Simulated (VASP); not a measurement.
# SrTiO (P4/mmm) in VASP: further runs

The runs below take SrTiO through single point, relaxation of cell and atoms, with PBE.

All numbers are computed with VASP 6.6.1; they aren't measurements. Logs are shortened: lines on timing, memory, paths and dates and some standing lists are left out, and cuts for length are marked.

## 1. The cell of the first run

It takes space group P4/mmm (No. 123, tetragonal). The conventional cell has a = 3.663 Å, b = 3.663 Å, c = 3.739 Å, α = 90.00°, β = 90.00°, γ = 90.00°. Sr (site symmetry 4/mmm) has 2 O at 1.87 Å and 4 Ti at 2.59 Å within 2.6 Å. Ti (site symmetry 4/mmm) has 4 Sr at 2.59 Å and 8 O at 3.19 Å within 3.4 Å. O (site symmetry 4/mmm) has 2 Sr at 1.87 Å within 2.5 Å.

The cell was generated, and may not be a known phase.

## 2. Single point, PBE, collinear spin

Contents of INCAR:

```
ALGO     = Normal         # electronic algorithm
EDIFF    = 1E-6           # SCF threshold, eV
ENCUT    = 520            # plane-wave cutoff, eV
GGA      = PE             # functional
ISIF     = 2              # what is computed and relaxed
ISMEAR   = 0              # smearing method
ISPIN    = 2              # spin polarisation
LASPH    = T              # aspherical terms in the spheres
LCHARG   = F              # write CHGCAR
LMAXMIX  = 4              # l up to which the mixer works
LORBIT   = 11             # projections on sites
LREAL    = F              # projectors in reciprocal space
LWAVE    = F              # write WAVECAR
MAGMOM   = 0 1 0          # initial moments
NBANDS   = 25             # bands
NELM     = 150            # most SCF steps
PREC     = Accurate       # precision mode
SIGMA    = 0.1            # smearing width, eV
```

Contents of KPOINTS:

```
k-points
0
Gamma
  6 6 6
```

Contents of POSCAR:

```
SrTiO
1.0
    3.6634472800      0.0000000000      0.0000000000
    0.0000000000      3.6634472800      0.0000000000
    0.0000000000      0.0000000000      3.7387719200
Sr Ti O
1 1 1
Direct
    0.5000000000      0.5000000000      0.0000000000
    0.0000000000      0.0000000000      0.0000000000
    0.5000000000      0.5000000000      0.5000000000
```

Potentials or basis: VASP PAW PBE potentials, release 64 (Sr_sv, Ti_sv, O).

On the command line:

```console
cat potpaw_PBE.64/Sr_sv/POTCAR potpaw_PBE.64/Ti_sv/POTCAR potpaw_PBE.64/O/POTCAR > POTCAR
mpirun -np 1 vasp_std > vasp.out
```

OUTCAR:

```text
EDIFF = 1E-6
   ENCUT = 520
   GGA = PE
   ISIF = 2
   ISMEAR = 0
   ISPIN = 2
   LASPH = T
   LORBIT = 11
   LREAL = F
   NELM = 150
   PREC = Accurate

 ion  position               nearest neighbor table
   1  0.500  0.500  0.000-   3 1.87   3 1.87   2 2.59   2 2.59   2 2.59   2 2.59
   2  0.000  0.000  0.000-   1 2.59   1 2.59   1 2.59   1 2.59
   3  0.500  0.500  0.500-   1 1.87   1 1.87

  LATTYP: Found a simple tetragonal cell.
 ALAT       =     3.6634472800
 C/A-ratio  =     1.0205611366

  Lattice vectors:

 A1 = (   3.6634472800,   0.0000000000,   0.0000000000)
 A2 = (   0.0000000000,   3.6634472800,   0.0000000000)
 A3 = (   0.0000000000,   0.0000000000,   3.7387719200)

Analysis of symmetry for initial positions (statically):
=====================================================================
 Subroutine PRICEL returns:
 Original cell was already a primitive cell.

 Routine SETGRP: Setting up the symmetry group for a
 simple tetragonal supercell.

 Subroutine GETGRP returns: Found 16 space group operations
 (whereof 16 operations were pure point group operations)
 out of a pool of 16 trial point group operations.

The static configuration has the point symmetry D_4h.

Analysis of symmetry for dynamics (positions and initial velocities):
=====================================================================
 Subroutine PRICEL returns:
 Original cell was already a primitive cell.

 Routine SETGRP: Setting up the symmetry group for a
 simple tetragonal supercell.

 Subroutine GETGRP returns: Found 16 space group operations
 (whereof 16 operations were pure point group operations)
 out of a pool of 16 trial point group operations.

The dynamic configuration has the point symmetry D_4h.

Analysis of structural, dynamic, and magnetic symmetry:
=====================================================================
 Subroutine PRICEL returns:
 Original cell was already a primitive cell.

 Routine SETGRP: Setting up the symmetry group for a
 simple tetragonal supercell.

 Subroutine GETGRP returns: Found 16 space group operations
 (whereof 16 operations were pure point group operations)
 out of a pool of 16 trial point group operations.

The overall configuration has the point symmetry D_4h.

 Subroutine INISYM returns: Found 16 space group operations
 (whereof 16 operations are pure point group operations),
 and found     1 'primitive' translations

----------------------------------------------------------------------------------------

                                     Primitive cell

  volume of cell :      50.1775

  direct lattice vectors                    reciprocal lattice vectors
     3.663447280  0.000000000  0.000000000     0.272966942  0.000000000  0.000000000
     0.000000000  3.663447280  0.000000000     0.000000000  0.272966942  0.000000000
     0.000000000  0.000000000  3.738771920     0.000000000  0.000000000  0.267467506

  length of vectors
     3.663447280  3.663447280  3.738771920     0.272966942  0.272966942  0.267467506

  position of ions in fractional coordinates (direct lattice)
     0.500000000  0.500000000  0.000000000
     0.000000000  0.000000000  0.000000000
     0.500000000  0.500000000  0.500000000

  ion indices of the primitive-cell ions
   primitive index   ion index
                 1           1
                 2           2
                 3           3

----------------------------------------------------------------------------------------

 KPOINTS: k-points

Automatic generation of k-mesh.
 Grid dimensions read from file:
 generate k-points for:    6    6    6

 Generating k-lattice:

  Cartesian coordinates                     Fractional coordinates (reciprocal lattice)
     0.045494490  0.000000000  0.000000000     0.166666667  0.000000000  0.000000000
     0.000000000  0.045494490  0.000000000     0.000000000  0.166666667  0.000000000
     0.000000000  0.000000000  0.044577918     0.000000000  0.000000000  0.166666667

  Length of vectors
     0.045494490  0.045494490  0.044577918

  Shift w.r.t. Gamma in fractional coordinates (k-lattice)
     0.000000000  0.000000000  0.000000000

 Subroutine IBZKPT returns following result:
 ===========================================

 Found     40 irreducible k-points:

 Following reciprocal coordinates:
            Coordinates               Weight
  0.000000  0.000000  0.000000      1.000000
  0.166667  0.000000  0.000000      4.000000
  0.333333  0.000000  0.000000      4.000000
  0.500000  0.000000  0.000000      2.000000
  0.166667  0.166667  0.000000      4.000000
  0.333333  0.166667  0.000000      8.000000
[... 16 lines left out ...]
  0.333333  0.000000  0.333333      8.000000
  0.500000  0.000000  0.333333      4.000000
 [... further k-points ...]
   k-points           NKPTS =     40   k-points in BZ     NKDIM =     40   number of bands    NBANDS=     25
   number of dos      NEDOS =    301   number of ions     NIONS =      3
[... 52 lines left out ...]
 NGX is ok and might be reduce to    28
   NGX = 13   NGY = 13   NGZ = 13

 number of electron      27.9999995 magnetization       2.8496501

 Free energy of the ion-electron system (eV)
  ---------------------------------------------------
  ext. energy  EPLUGINS =         0.00000000
  ---------------------------------------------------
  free energy    TOTEN  =        -7.96906521 eV

  energy without entropy =       -7.94495238  energy(sigma->0) =       -7.95700880

 E-fermi :   5.6757     XC(G=0): -10.4483

 val. band max:        5.6712420554   @ k =   0.5000   0.3333   0.5000
 cond. band min:       5.6770203176   @ k =   0.5000   0.0000   0.5000
 fundamental gap:      0.0057782622
 Fermi energy:         5.6757382110

 spin component 1

 k-point     1 :       0.0000    0.0000    0.0000
  band No.  band energies     occupation
      1     -51.8278      1.00000
      2     -28.7893      1.00000
      3     -28.2526      1.00000
      4     -28.2317      1.00000
      5     -28.2317      1.00000
      6     -12.8930      1.00000
[... 17 lines left out ...]
     24      14.8757      0.00000
     25      15.6032      0.00000

 k-point     2 :       0.1667    0.0000    0.0000
  band No.  band energies     occupation
      1     -51.8268      1.00000
      2     -28.9528      1.00000
      3     -28.2515      1.00000
      4     -28.2277      1.00000
      5     -28.0530      1.00000
      6     -12.8783      1.00000
[... 17 lines left out ...]
     24      14.8352      0.00000
     25      15.7488      0.00000
[... 586 lines left out ...]
     24      14.3350      0.00000
     25      16.3424      0.00000

 k-point    24 :       0.5000    0.0000    0.3333
  band No.  band energies     occupation
      1     -51.8228      1.00000
      2     -29.1736      1.00000
      3     -28.2680      1.00000
      4     -28.2139      1.00000
      5     -27.6759      1.00000
      6     -15.9947      1.00000
[... 17 lines left out ...]
     24      14.1825      0.00000
     25      15.0461      0.00000

 [... further k-points ...]

 spin component 2

 k-point     1 :       0.0000    0.0000    0.0000
  band No.  band energies     occupation
      1     -50.0782      1.00000
      2     -28.6721      1.00000
      3     -26.4770      1.00000
      4     -26.4770      1.00000
      5     -26.4768      1.00000
      6     -12.8901      1.00000
[... 17 lines left out ...]
     24      16.1884      0.00000
     25      16.5577      0.00000

 k-point     2 :       0.1667    0.0000    0.0000
  band No.  band energies     occupation
      1     -50.0772      1.00000
      2     -28.7136      1.00000
      3     -26.4755      1.00000
      4     -26.4723      1.00000
      5     -26.4215      1.00000
      6     -12.8761      1.00000
[... 17 lines left out ...]
     24      15.7615      0.00000
     25      16.5604      0.00000
[... 586 lines left out ...]
     24      14.8690      0.00000
     25      17.2153      0.00000

 k-point    24 :       0.5000    0.0000    0.3333
  band No.  band energies     occupation
      1     -50.0730      1.00000
      2     -28.7294      1.00000
      3     -26.4912      1.00000
      4     -26.4567      1.00000
      5     -26.2510      1.00000
      6     -15.9772      1.00000
[... 17 lines left out ...]
     24      14.7792      0.00000
     25      16.0972      0.00000

 [... further k-points ...]

------------------------ aborting loop because EDIFF is reached ----------------------------------------

  FORCE on cell =-STRESS in cart. coord.  units (eV):
  Direction    XX          YY          ZZ          XY          YZ          ZX
  --------------------------------------------------------------------------------------
  -------------------------------------------------------------------------------------
  Total       10.2345842     10.2345842     28.8569681      0.0000000      0.0000000      0.0000000
  in kB      326.7923814    326.7923814    921.4089315      0.0000000      0.0000000      0.0000000
  external PRESSURE =     524.9978981 kB  Pullay stress =       0.0000000 kB

 VOLUME and BASIS-vectors are now :
 -----------------------------------------------------------------------------
  energy-cutoff  :      520.00
  volume of cell :       50.18
      direct lattice vectors                 reciprocal lattice vectors
     3.663447280  0.000000000  0.000000000     0.272966942  0.000000000  0.000000000
     0.000000000  3.663447280  0.000000000     0.000000000  0.272966942  0.000000000
     0.000000000  0.000000000  3.738771920     0.000000000  0.000000000  0.267467506

 POSITION                                       TOTAL-FORCE (eV/Angst)
 -----------------------------------------------------------------------------------
      1.83172      1.83172      0.00000         0.000000      0.000000      0.000000
      0.00000      0.00000      0.00000         0.000000      0.000000      0.000000
      1.83172      1.83172      1.86939         0.000000      0.000000      0.000000
 -----------------------------------------------------------------------------------
    total drift:                                0.000000      0.000000     -0.000000

  FREE ENERGIE OF THE ION-ELECTRON SYSTEM (eV)
  ---------------------------------------------------
  free  energy   TOTEN  =        -7.9690652105 eV

  energy  without entropy=       -7.9449523834  energy(sigma->0) =       -7.95700880

 total charge

# of ion       s       p       d       tot
------------------------------------------
    1        2.103   5.829   1.067   8.999
    2        2.191   5.992   2.273  10.455
    3        1.639   3.441   0.000   5.080
--------------------------------------------------
tot          5.933  15.262   3.339  24.534

 magnetization (x)

# of ion       s       p       d       tot
------------------------------------------
    1        0.031   0.010   0.167   0.208
    2        0.078   0.027   1.805   1.911
    3        0.004  -0.008   0.000  -0.004
--------------------------------------------------
tot          0.113   0.030   1.973   2.115
```

Run time: 5.7 min. Hardware: 1 thread of Intel Xeon Platinum 8488C (Sapphire Rapids), shared host; peak memory 0.23 GiB.

Results:

```yaml
Free_energy: -7.9691 eV
Pressure: 52.5 GPa
Net_moment: 2.85 μB per cell
Site_moments: Sr +0.21; Ti +1.91; O -0.00 μB
Valence_electrons_inside_the_program's_atomic_spheres: Sr 9.00; Ti 10.46; O 5.08
```

Stress tensor (GPa, compression positive):
```
32.68  0.00  0.00
 0.00 32.68  0.00
 0.00  0.00 92.14
```

Caveat: the stress differs along the axes, from 33 to 92 GPa.

## 3. Single point, PBE, collinear spin

This run uses another cell than the first one, of 37.75 Å³/atom.

Contents of INCAR:

```
SYSTEM = SrTiO
  ALGO = Normal
  EDIFF = 1E-7
  ENCUT = 520
  GGA = PE
  ISIF = 2
  ISMEAR = 0
  ISPIN = 2
  LASPH = .True.
  LCHARG = .True.
  LELF = .True.
  LMAXMIX = 4
  LORBIT = 11
  LREAL = .False.
  LVHAR = .True.
  LWAVE = .False.
  MAGMOM = 0 1 0
  NBANDS = 25
  NELM = 150
  PREC = Accurate
  SIGMA = 0.1
```

Contents of KPOINTS:

```
k-points
0
Gamma
  6 6 6
  0 0 0
```

Contents of POSCAR:

```
SrTiO
1.0
    5.0531731004      0.0000000000      0.0000000000
    0.0000000000      5.0531731004      0.0000000000
    0.0000000000      0.0000000000      4.4354938167
Sr Ti O
1 1 1
Direct
    0.5000000000      0.5000000000      0.0000000000
    0.0000000000      0.0000000000      0.0000000000
    0.5000000000      0.5000000000      0.5000000000
```

Potentials or basis: VASP PAW PBE potentials, release 64 (Sr_sv, Ti_sv, O).

On the command line:

```console
cat potpaw_PBE.64/Sr_sv/POTCAR potpaw_PBE.64/Ti_sv/POTCAR potpaw_PBE.64/O/POTCAR > POTCAR
mpirun -np 1 vasp_std > vasp.out
```

Wall time 17 min (1 thread of Intel Xeon Platinum 8488C (Sapphire Rapids), shared host); peak memory 0.41 GiB.

Results (log left out):

```yaml
Free_energy: -12.0516 eV
Pressure: -0.2 GPa
Net_moment: -0.15 μB per cell
Site_moments: Sr -0.01; Ti +0.00; O -0.13 μB
Valence_electrons_inside_the_program's_atomic_spheres: Sr 8.13; Ti 10.03; O 4.91
```

Stress tensor (GPa, compression positive):
```
-0.44  0.00  0.00
 0.00 -0.44  0.00
 0.00  0.00  0.17
```

Levels at points of the mesh, in eV from the Fermi level:
Spin up:
```csv
k point,band 12,band 13,band 14,band 15,band 16,band 17
"(0.00, 0.00, 0.00)",-0.87,-0.38,-0.26,-0.04,0.34,0.45
"(0.50, 0.00, 0.00)",-0.16,-0.10,0.11,0.26,0.26,0.34
"(0.50, 0.50, 0.00)",-0.87,-0.17,-0.09,0.35,0.36,0.36
"(0.00, 0.00, 0.50)",-1.39,-1.39,-0.27,0.00,0.35,0.35
"(0.50, 0.00, 0.50)",-1.30,-0.41,0.07,0.21,0.27,0.32
"(0.50, 0.50, 0.50)",-1.65,-0.17,-0.10,0.34,0.34,0.39
```
Spin down:
| k point | band 10 | band 11 | band 12 | band 13 | band 14 | band 15 | band 16 | band 17 | band 18 | band 19 |
| --- | --- | --- | --- | --- | --- | --- | --- | --- | --- | --- |
| (0.00, 0.00, 0.00) | -2.29 | -0.98 | -0.98 | -0.38 | -0.25 | -0.07 | -0.04 | 0.45 | 0.45 | 3.69 |
| (0.50, 0.00, 0.00) | -1.87 | -0.98 | -0.18 | -0.15 | -0.08 | 0.12 | 0.25 | 0.34 | 0.43 | 0.48 |
| (0.50, 0.50, 0.00) | -1.25 | -1.25 | -0.87 | -0.18 | -0.09 | -0.05 | 0.37 | 0.37 | 0.38 | 1.90 |
| (0.00, 0.00, 0.50) | -2.56 | -1.49 | -1.49 | -1.46 | -0.26 | 0.00 | 0.35 | 0.35 | 0.70 | 1.08 |
| (0.50, 0.00, 0.50) | -2.52 | -1.77 | -1.41 | -0.40 | 0.08 | 0.21 | 0.27 | 0.32 | 0.86 | 0.93 |
| (0.50, 0.50, 0.50) | -2.51 | -1.74 | -1.74 | -0.17 | -0.11 | 0.33 | 0.33 | 0.39 | 0.93 | 2.20 |

Caveat: a moment this small can come from the mesh or the smearing.

## 4. Relaxation of cell and atoms, PBE, collinear spin

Contents of INCAR:

```
SYSTEM = SrTiO
ALGO = Normal
EDIFF = 1E-6
EDIFFG = -0.04
ENCUT = 600
GGA = PE
IBRION = 2
ISIF = 3
ISMEAR = 0
ISPIN = 2
LASPH = .TRUE.
LCHARG = .FALSE.
LMAXMIX = 4
LORBIT = 11
LREAL = .FALSE.
LWAVE = .FALSE.
MAGMOM = 0 1 0
NELM = 150
NSW = 90
PREC = Accurate
SIGMA = 0.1
```

Contents of KPOINTS:

```
k-points
0
G
  6 6 6
  0 0 0
```

Contents of POSCAR:

```
SrTiO
1.0
    3.6634472800      0.0000000000      0.0000000000
    0.0000000000      3.6634472800      0.0000000000
    0.0000000000      0.0000000000      3.7387719200
Sr Ti O
1 1 1
Direct
    0.5000000000      0.5000000000      0.0000000000
    0.0000000000      0.0000000000      0.0000000000
    0.5000000000      0.5000000000      0.5000000000
```

On the command line:

```console
cat potpaw_PBE.64/Sr_sv/POTCAR potpaw_PBE.64/Ti_sv/POTCAR potpaw_PBE.64/O/POTCAR > POTCAR
mpirun -np 1 vasp_std > vasp.out
```

Run time: 32 min. Hardware: 1 thread of Intel Xeon Platinum 8488C (Sapphire Rapids), shared host; peak memory 0.26 GiB.

Results (log left out):

```yaml
Free_energy: -12.5946 eV
Relaxed_volume: 32.96 Å³/atom
Relaxed_cell: a = 4.724 Å, b = 4.724 Å, c = 4.431 Å, α = 90.00°, β = 90.00°, γ = 90.00°
Space_group_after_relaxing_to_0.1_Å: P4/mmm (No. 123)
Energy_gained_by_relaxing: 1540.7 meV/atom
Ionic_steps: 9
Pressure_after_relaxing: 0.0 GPa
Net_moment: -3.25 μB per cell
Site_moments: Sr -0.09; Ti -2.03; O -0.15 μB
Valence_electrons_inside_the_program's_atomic_spheres: Sr 8.16; Ti 10.14; O 4.96
```

Step by step:
```tsv
step	energy change (eV)	largest force (eV/Å)	pressure (GPa)	volume (Å³)
1	0.0000	0.0000	52.46	50.18
2	-2.6655	0.0000	-4.20	99.59
3	-3.6255	0.0000	3.78	75.11
4	-3.6260	0.0000	4.26	74.45
5	-4.2941	0.0000	3.01	84.77
6	-4.5424	0.0000	-0.26	103.98
7	-4.6191	0.0000	0.60	97.65
8	-4.6181	0.0000	-0.68	100.32
9	-4.6221	0.0000	-0.02	98.88
```

Final structure:
```xyz
3
Lattice="4.7238 0.0000 0.0000 0.0000 4.7238 0.0000 0.0000 0.0000 4.4310" Properties=species:S:1:pos:R:3 pbc="T T T"
Sr    2.3619    2.3619    0.0000
Ti    0.0000    0.0000    0.0000
O     2.3619    2.3619    2.2155
```

Levels at points of the mesh, in eV from the Fermi level:
Spin up:
```
           k point  band 9  band 10  band 11  band 12  band 13  band 14  band 15  band 16
(0.00, 0.00, 0.00)  -15.72    -1.94    -0.99    -0.99     0.22     0.42     1.34     1.42
(0.50, 0.00, 0.00)  -15.72    -1.76    -0.96     0.22     0.36     0.57     1.45     1.50
(0.50, 0.50, 0.00)  -15.71    -1.34    -1.34    -0.04     0.25     1.28     1.28     1.28
(0.00, 0.00, 0.50)  -12.87    -2.37    -1.53    -1.53    -1.02     0.63     1.42     1.43
(0.50, 0.00, 0.50)  -12.87    -2.31    -1.95    -1.44     0.67     0.95     1.11     1.34
(0.50, 0.50, 0.50)  -12.87    -2.29    -1.89    -1.89     0.84     1.32     1.32     1.39
```
Spin down:
```
           k point  band 12  band 13  band 14  band 15  band 16  band 17  band 18  band 19
(0.00, 0.00, 0.00)    -1.12    -0.99    -0.89    -0.65    -0.24     0.37     0.37     3.74
(0.50, 0.00, 0.00)    -0.77    -0.39    -0.29    -0.26    -0.16     0.18     0.33     0.42
(0.50, 0.50, 0.00)    -1.22    -0.76    -0.73    -0.22     0.19     0.19     0.23     1.80
(0.00, 0.00, 0.50)    -1.67    -1.67    -0.87    -0.62     0.14     0.34     0.34     0.71
(0.50, 0.00, 0.50)    -1.55    -0.93    -0.22    -0.08    -0.05     0.21     0.23     0.64
(0.50, 0.50, 0.50)    -2.06    -0.83    -0.68     0.24     0.31     0.31     0.48     1.99
```

Caveat: the volume moved by over 15 % at a fixed basis, so the end points are rough.

## 5. Summary

```tsv
task	cell	cutoff (eV)	gap on the mesh (eV)	pressure (GPa)	moment (μB)
single point	a = 3.663, b = 3.663, c = 3.739 Å, 3 atoms	520	none	52.5	2.85
single point	a = 5.053, b = 5.053, c = 4.435 Å, 3 atoms	520	none	-0.2	0.15
relaxation of cell and atoms	relaxed from a = 3.663, b = 3.663, c = 3.739 Å, 3 atoms	600	none	0.0	3.25
```

Alike in all rows: level PBE; potentials or basis VASP PAW PBE potentials, release 64 (Sr_sv, Ti_sv, O); spin collinear; k mesh 6 × 6 × 6; smearing gaussian 0.1 eV.

Caveats: the stress differs along the axes, from 33 to 92 GPa (at least some runs); a moment this small can come from the mesh or the smearing (at least some runs); the volume moved by over 15 % at a fixed basis, so the end points are rough (at least some runs).

Total energies depend on the potentials used, so only differences within one code and one set of settings carry meaning.

The gap in the log of VASP goes by the Fermi energy; the results here count the filled bands.